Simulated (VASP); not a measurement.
# BeS in VASP: further runs, part 2 of 2

VASP 6.6.1.

## 3. Single point, HSE06 (biaxial xy strain -1.9%)

POSCAR

```
BeS
1.0
    0.0000000000      2.3885416711      2.4343066359
    2.3885416711      0.0000000000      2.4343066359
    2.3885416711      2.3885416711      0.0000000000
Be S
1 1
Direct
    0.0000000000      0.0000000000      0.0000000000
    0.2500000000      0.2500000000      0.2500000000
```

INCAR.step1

```
SYSTEM = BeS
PREC     = Accurate       ! precision mode
ENCUT    = 520            ! plane-wave cutoff, eV
EDIFF    = 1E-5           ! SCF threshold, eV
ISMEAR   = 0              ! smearing method
SIGMA    = 0.01           ! smearing width, eV
LREAL    = .FALSE.        ! projectors in reciprocal space
LASPH    = .TRUE.         ! aspherical terms in the spheres
NELM     = 100            ! most SCF steps
ALGO     = Normal         ! electronic algorithm
ISIF     = 2              ! what is computed and relaxed
LWAVE    = .TRUE.         ! write WAVECAR
LCHARG   = .FALSE.        ! write CHGCAR
GGA      = PE             ! functional
NBANDS   = 11             ! bands
```

INCAR.step2

```
SYSTEM = BeS
PREC     = Accurate       ! precision mode
ENCUT    = 520            ! plane-wave cutoff, eV
EDIFF    = 1E-6           ! SCF threshold, eV
ISMEAR   = 0              ! smearing method
SIGMA    = 0.01           ! smearing width, eV
LREAL    = .FALSE.        ! projectors in reciprocal space
LASPH    = .TRUE.         ! aspherical terms in the spheres
NELM     = 100            ! most SCF steps
ALGO     = Normal         ! electronic algorithm
ISIF     = 2              ! what is computed and relaxed
LWAVE    = .FALSE.        ! write WAVECAR
LCHARG   = .FALSE.        ! write CHGCAR
GGA      = PE             ! functional
LHFCALC  = .TRUE.         ! exact exchange
HFSCREEN = 0.2079         ! screening, 1/A
PRECFOCK = Normal       
ISTART   = 1            
NBANDS   = 11             ! bands
```

KPOINTS

```
regular mesh
0
G
  6 6 6
  0 0 0
```

Potentials or basis: VASP PAW PBE potentials, release 64 (Be, S).

The run is started by

```console
> cat potpaw_PBE.64/Be/POTCAR potpaw_PBE.64/S/POTCAR > POTCAR
> cp INCAR.step1 INCAR
> mpirun -np 1 vasp_std > vasp.out
> cp INCAR.step2 INCAR
> mpirun -np 1 vasp_std > vasp.out
```

OUTCAR:

```text
SYSTEM = BeS
   PREC = Accurate
   ENCUT = 520
   EDIFF = 1E-6
   ISMEAR = 0
   LREAL = .FALSE.
   LASPH = .TRUE.
   NELM = 100
   ISIF = 2
   GGA = PE
   LHFCALC = .TRUE.
   HFSCREEN = 0.2079
   PRECFOCK = Normal
   ISTART = 1

 ion  position               nearest neighbor table
   1  0.000  0.000  0.000-   2 2.08   2 2.08   2 2.08   2 2.08
   2  0.250  0.250  0.250-   1 2.08   1 2.08   1 2.08   1 2.08

  LATTYP: Found a body centered tetragonal cell.
 ALAT       =     3.3779080256
 C/A-ratio  =     1.4413101940

  Lattice vectors:

 A1 = (  -2.3885416711,   0.0000000000,   2.4343066359)
 A2 = (   2.3885416711,   0.0000000000,   2.4343066359)
 A3 = (   0.0000000000,   2.3885416711,  -2.4343066359)

Analysis of symmetry for initial positions (statically):
=====================================================================
 Subroutine PRICEL returns:
 Original cell was already a primitive cell.

 Routine SETGRP: Setting up the symmetry group for a
 body centered tetragonal supercell.

 Subroutine GETGRP returns: Found  8 space group operations
 (whereof  8 operations were pure point group operations)
 out of a pool of 16 trial point group operations.

The static configuration has the point symmetry D_2d.

Analysis of symmetry for dynamics (positions and initial velocities):
=====================================================================
 Subroutine PRICEL returns:
 Original cell was already a primitive cell.

 Routine SETGRP: Setting up the symmetry group for a
 body centered tetragonal supercell.

 Subroutine GETGRP returns: Found  8 space group operations
 (whereof  8 operations were pure point group operations)
 out of a pool of 16 trial point group operations.

The dynamic configuration has the point symmetry D_2d.

 Subroutine INISYM returns: Found  8 space group operations
 (whereof  8 operations are pure point group operations),
[... 124 lines left out ...]
   ENCUT4O =  -1.0   cutoff for four orbital integrals eV
   NKREDX  =     1    reduce k-point grid by
   NKREDY  =     1    reduce k-point grid by
   NKREDZ  =     1    reduce k-point grid by
   AEXX    =    0.2500 exact exchange contribution
   HFSCREEN=    0.2079 screening length (either q_TF or 0.3 A-1)
   HFSCREENC=   0.2079 screening length for correlation (either q_TF or 0.3 A-1)
   ENCUTFOCK=  -1.0 apply spherical cutoff to Coloumb kernel
   IVDW    =     0    specifies the selected vdW correction
   LEPSILON=     F    determine dielectric tensor
   LRPA    =     F    only Hartree local field effects (RPA)
 non-spin polarized calculation
 Gauss-broadening in eV      SIGMA  =   0.01
  energy-cutoff  :      520.00
  volume of cell :       27.78
 maximum number of plane-waves:       760
 NGX is ok and might be reduce to    28
  NGX = 20; NGY = 20; NGZ = 20

 number of electron       8.0000000 magnetization

 Free energy of the ion-electron system (eV)
  ---------------------------------------------------
  ext. energy  EPLUGINS =         0.00000000
  ---------------------------------------------------
  free energy    TOTEN  =       -11.37939182 eV

  energy without entropy =      -11.37939182  energy(sigma->0) =      -11.37939182

 E-fermi :   3.8932     XC(G=0):  -8.1744

 val. band max:        3.8373137058   @ k =   0.0000   0.0000   0.0000
 cond. band min:       7.7350311920   @ k =   0.5000   0.0000   0.5000
 fundamental gap:      3.8977174862
 Fermi energy:         3.8931631066

 k-point     1 :       0.0000    0.0000    0.0000
  band No.  band energies     occupation
      1     -11.4818      2.00000
      2       3.7259      2.00000
      3       3.8373      2.00000
      4       3.8373      2.00000
      5      10.6479      0.00000
      6      10.6479      0.00000
      7      10.6701      0.00000
      8      11.1001      0.00000
      9      17.8937      0.00000
     10      18.3568      0.00000
     11      20.2912      0.00000
[... 309 lines left out ...]
 k-point    24 :       0.5000    0.0000    0.3333
  band No.  band energies     occupation
      1      -9.1576      2.00000
      2      -1.4698      2.00000
      3       0.1886      2.00000
      4       1.1298      2.00000
      5       8.7805      0.00000
      6      11.0879      0.00000
      7      16.0753      0.00000
      8      16.5059      0.00000
      9      19.9914      0.00000
     10      20.8790      0.00000
     11      22.3586      0.00000

 [... further k-points ...]
[... 5 lines left out ...]
  --------------------------------------------------------------------------------------
  -------------------------------------------------------------------------------------
  Total        0.6067451      0.6067451      0.2500280      0.0000000      0.0000000      0.0000000
  in kB       34.9982206     34.9982206     14.4220918      0.0000000      0.0000000      0.0000000
  external PRESSURE =      28.1395110 kB  Pullay stress =       0.0000000 kB

 VOLUME and BASIS-vectors are now :
 -----------------------------------------------------------------------------
  energy-cutoff  :      520.00
  volume of cell :       27.78
      direct lattice vectors                 reciprocal lattice vectors
     0.000000000  2.388541671  2.434306636    -0.209332751  0.209332751  0.205397296
     2.388541671  0.000000000  2.434306636     0.209332751 -0.209332751  0.205397296
     2.388541671  2.388541671  0.000000000     0.209332751  0.209332751 -0.205397296

 POSITION                                       TOTAL-FORCE (eV/Angst)
 -----------------------------------------------------------------------------------
      0.00000      0.00000      0.00000         0.000000      0.000000      0.000000
      1.19427      1.19427      1.21715        -0.000000     -0.000000      0.000000
 -----------------------------------------------------------------------------------
    total drift:                               -0.000000     -0.000000      0.000001

  FREE ENERGIE OF THE ION-ELECTRON SYSTEM (eV)
  ---------------------------------------------------
  free  energy   TOTEN  =       -11.3793918188 eV

  energy  without entropy=      -11.3793918188  energy(sigma->0) =      -11.37939182
```

OUTCAR.step1:

```text
SYSTEM = BeS
   PREC = Accurate
   ENCUT = 520
   EDIFF = 1E-5
   ISMEAR = 0
   LREAL = .FALSE.
   LASPH = .TRUE.
[... 559 lines left out ...]
      0.00000      0.00000      0.00000        -0.000000     -0.000000     -0.000000
      1.19427      1.19427      1.21715         0.000000      0.000000      0.000000
 -----------------------------------------------------------------------------------
    total drift:                               -0.000000     -0.000000      0.000000

  FREE ENERGIE OF THE ION-ELECTRON SYSTEM (eV)
  ---------------------------------------------------
  free  energy   TOTEN  =        -9.9923315487 eV

  energy  without entropy=       -9.9923315487  energy(sigma->0) =       -9.99233155
```

Run time: 12 min. Hardware: 1 thread of Intel Xeon Platinum 8259CL at 2.50GHz (Skylake/Cascade Lake), shared host; peak memory 0.26 GiB.

What came out:

- Free energy: -11.3794 eV
- Pressure: 2.8 GPa
- Band gap on the k mesh: 3.90 eV, indirect (least direct gap 6.81 eV)

Stress tensor (GPa, compression positive):
```
3.50 0.00 0.00
0.00 3.50 0.00
0.00 0.00 1.44
```

Caveat: the cell differs from its parent crystal (biaxial xy strain -1.9%); the PAW data sets were made with another functional, which shifts forces and pressure a little. A k mesh can miss the band edges.

## 4. Single point, HSE06 (uniaxial y strain +1.4%)

POSCAR

```
BeS
1.0
    0.0000000000      2.4676566368      2.4343066359
    2.4343066359      0.0000000000      2.4343066359
    2.4343066359      2.4676566368      0.0000000000
Be S
1 1
Direct
    0.0000000000      0.0000000000      0.0000000000
    0.2500000000      0.2500000000      0.2500000000
```

INCAR.step1

```
SYSTEM = BeS
ALGO = Normal
EDIFF = 1E-5
ENCUT = 520
GGA = PE
ISIF = 2
ISMEAR = 0
LASPH = .TRUE.
LREAL = .FALSE.
LWAVE = .TRUE.
NBANDS = 11
NELM = 100
PREC = Accurate
SIGMA = 0.01
```

INCAR.step2

```
SYSTEM = BeS
ALGO = Normal
EDIFF = 1E-7
ENCUT = 520
GGA = PE
HFSCREEN = 0.2079
ISIF = 2
ISMEAR = 0
ISTART = 1
LASPH = .TRUE.
LCHARG = .TRUE.
LELF = .TRUE.
LHFCALC = .TRUE.
LREAL = .FALSE.
LVHAR = .TRUE.
LWAVE = .FALSE.
NBANDS = 11
NELM = 100
PREC = Accurate
PRECFOCK = Normal
SIGMA = 0.01
```

KPOINTS

```
k-points
0
G
  6 6 6
  0 0 0
```

The run is started by

```console
> cat potpaw_PBE.64/Be/POTCAR potpaw_PBE.64/S/POTCAR > POTCAR
> cp INCAR.step1 INCAR
> mpirun -np 1 vasp_std > vasp.out
> cp INCAR.step2 INCAR
> mpirun -np 1 vasp_std > vasp.out
```

It took 16 min on 1 thread of Intel Xeon Platinum 8259CL at 2.50GHz (Skylake/Cascade Lake), shared host; peak memory 0.26 GiB.

It converged, with:

| Property | Result |
| --- | --- |
| Free energy | -11.3822 eV |
| Pressure | -2.3 GPa |
| Band gap on the k mesh | 4.05 eV, indirect (least direct gap 6.82 eV) |

Stress tensor (GPa, compression positive):
```
-1.84  0.00  0.00
 0.00 -3.25  0.00
 0.00  0.00 -1.84
```

Levels at points of the mesh, in eV from the valence-band top:
```
           k point  band 1  band 2  band 3  band 4  band 5  band 6  band 7  band 8  band 9
(0.00, 0.00, 0.00)  -14.93   -0.08    0.00    0.00    6.82    6.84    6.84    6.86   14.03
(0.50, 0.00, 0.00)  -13.23   -6.21   -1.18   -1.05    6.47    7.70    7.82   12.41   16.36
(0.50, 0.50, 0.00)  -12.63   -5.40   -2.86   -2.83    4.05    5.91   14.24   14.30   16.93
(0.50, 0.00, 0.50)  -12.69   -5.49   -2.73   -2.73    4.15    6.04   14.28   14.28   16.76
```

Caveat: the cell differs from its parent crystal (uniaxial y strain +1.4%); the PAW data sets were made with another functional, which shifts forces and pressure a little.

## 5. The runs side by side

| cell | gap on the mesh (eV) | pressure (GPa) |
| --- | --- | --- |
| a = 3.629 Å, angles 60.0°, 2 atoms | 4.37 | -12.2 |
| a = 3.410, b = 3.410, c = 3.378 Å, angles 60.3, 60.3, 59.4°, 2 atoms | 3.90 | 2.8 |
| a = 3.466, b = 3.443 Å, angles 60.2, 59.5, 60.2°, 2 atoms | 4.05 | -2.3 |

Alike in all rows: task single point; level HSE06; potentials or basis VASP PAW PBE potentials, release 64 (Be, S); no spin polarisation; k mesh 6 × 6 × 6; cutoff (eV) 520; smearing gaussian 0.01 eV.

Caveats: the PAW data sets were made with another functional, which shifts forces and pressure a little.

Total energies depend on the potentials used, so only differences within one code and one set of settings carry meaning.
